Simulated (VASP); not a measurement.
BiTe:

```
Bi Te
1.0
     0.00000    3.25642    3.25642
     3.25642    0.00000    3.25642
     3.25642    3.25642    0.00000
Bi Te
1 1
Direct
  0.00000 0.00000 0.00000
  0.50000 0.50000 0.50000
```

Base run:

```yaml
Program: VASP 6.6.1
Functional: PBEsol
Potentials_or_basis: VASP PAW PBE potentials, release 64 (Bi_d, Te)
Cutoff: 520 eV
k_mesh: 7 × 7 × 7
Occupations: fermi-dirac, width 0.05 eV
Spin: no spin polarisation
```

Its results: band gap on the k mesh zero (an odd number of electrons rules out a gap without spin polarisation); pressure -2.4 GPa.

Task: The run is repeated on the same cell with these changes: functional from PBEsol to PBE. What comes out?

Result: Band gap on the k mesh zero (an odd number of electrons rules out a gap without spin polarisation); pressure -0.1 GPa.

PBE binds less tightly than PBEsol, so the same cell stands under more pressure.

Caveats: spin-orbit coupling is left out, which moves the levels of the heavy elements; the PAW data sets were made with another functional, which shifts forces and pressure a little (at least some runs).
